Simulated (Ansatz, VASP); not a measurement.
# BAs: VASP beside Ansatz

The input POSCAR:

```
BAs
1.0
    0.0000000000      2.2005638205      2.2962405084
    2.2005638205      0.0000000000      2.2962405084
    2.2005638205      2.2005638205      0.0000000000
B As
1 1
Direct
    0.0000000000      0.0000000000      0.0000000000
    0.7500000000      0.7500000000      0.7500000000
```

Contents of INCAR.step1:

```
SYSTEM = BAs
ALGO = Normal
EDIFF = 1E-4
ENCUT = 520
GGA = PE
ISMEAR = 0
LASPH = .TRUE.
LCHARG = .FALSE.
LREAL = .FALSE.
LWAVE = .TRUE.
NBANDS = 11
NELM = 100
PREC = Accurate
SIGMA = 0.05
```

Contents of INCAR.step2:

```
SYSTEM = BAs
ALGO = Normal
EDIFF = 1E-6
ENCUT = 520
ISIF = 2
ISMEAR = 0
ISTART = 1
LASPH = .TRUE.
LCHARG = .TRUE.
LELF = .TRUE.
LMIXTAU = .TRUE.
LREAL = .FALSE.
LVHAR = .TRUE.
LWAVE = .FALSE.
METAGGA = R2SCAN
NBANDS = 11
NELM = 100
PREC = Accurate
SIGMA = 0.05
```

The input KPOINTS:

```
k-points
0
G
  10 10 10
  0 0 0
```

Input for Ansatz:

```yaml
crystal:
  lattice:
    - [0.0, 2.2005638205, 2.2962405084]
    - [2.2005638205, 0.0, 2.2962405084]
    - [2.2005638205, 2.2005638205, 0.0]
  atoms:
    - { symbol: B, position: [0.0, 0.0, 0.0] }
    - { symbol: As, position: [0.75, 0.75, 0.75] }
basis:
  ecutwfc: 500
kpoints:
  mp_grid: { grid: [10, 10, 10] }
hamiltonian:
  xc: r2scan
scf:
  occupations: { method: gaussian, width: 0.05 }
output:
  forces: true
  stress: true
  eigenvalues: true
```

Change from the starting cell: strain -0.080 along x and y, -0.040 along z, atoms carried along.

Alike in both runs: task single point; functional r2SCAN; k mesh 10 × 10 × 10; occupations gaussian, width 0.05 eV; no spin polarisation.

|  | VASP | Ansatz |
| --- | --- | --- |
| version | VASP 6.6.1 | Ansatz 0.2.0 |
| potentials or method | VASP PAW PBE potentials, release 64 (B, As), cutoff 520 eV | scalar-relativistic, plane waves, PAW |
| valence electrons in the cell | 8 | 18 |

Ansatz gave:

| Item | Value |
| --- | --- |
| gap on the k mesh at the Fermi level (eV) | 0.76 |
| least direct gap on the mesh (eV) | 3.46 |
| pressure (GPa) | 44.2 |
| traceless stress, the component that is largest in VASP (GPa) | -7.98 |

Q: Which values does VASP return?

A: gap on the k mesh at the Fermi level (eV): 0.75; least direct gap on the mesh (eV): 3.46; pressure (GPa): 45.3; traceless stress, the component that is largest in VASP (GPa): -7.93.

VASP's potentials were made for PBE, not for r2SCAN. Both programs put the cell under a high pressure, so it lies far from rest at this level. With one functional, cell and mesh, what is left measures potentials, basis and numerics. VASP's potentials hold 8 valence electrons a cell and Ansatz's 18, so a difference there can come from the potentials and not from the codes.
